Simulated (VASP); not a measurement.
Crystal: ZnO.

```
Zn O
1.0
     3.41653    0.00000    0.00000
    -1.70827    2.95880    0.00000
     0.00000    0.00000    4.47757
Zn O
2 2
Cartesian
  0.0000 1.9725 1.1194
  1.7083 0.9863 3.3582
  1.7083 0.9863 1.1194
  0.0000 1.9725 3.3582
```

Program: VASP 6.6.1. Alike in all runs: task single point; no spin polarisation; cell as given; cutoff (eV) 600; smearing gaussian 0.01 eV.

Problem. Order these runs on this cell by their pressure, lowest first.
A. level LDA; potentials or basis VASP PAW LDA potentials, release 64 (Zn, O); k mesh 6 × 6 × 4
B. level PBE; potentials or basis VASP PAW PBE potentials, release 64 (Zn, O); k mesh 5 × 5 × 5
C. level PBE+D3(BJ); potentials or basis VASP PAW PBE potentials, release 64 (Zn, O); k mesh 6 × 6 × 4

Solution. A (-5.3 GPa), C (3.9 GPa), B (7.4 GPa).

Caveats: some runs use coarse meshes.
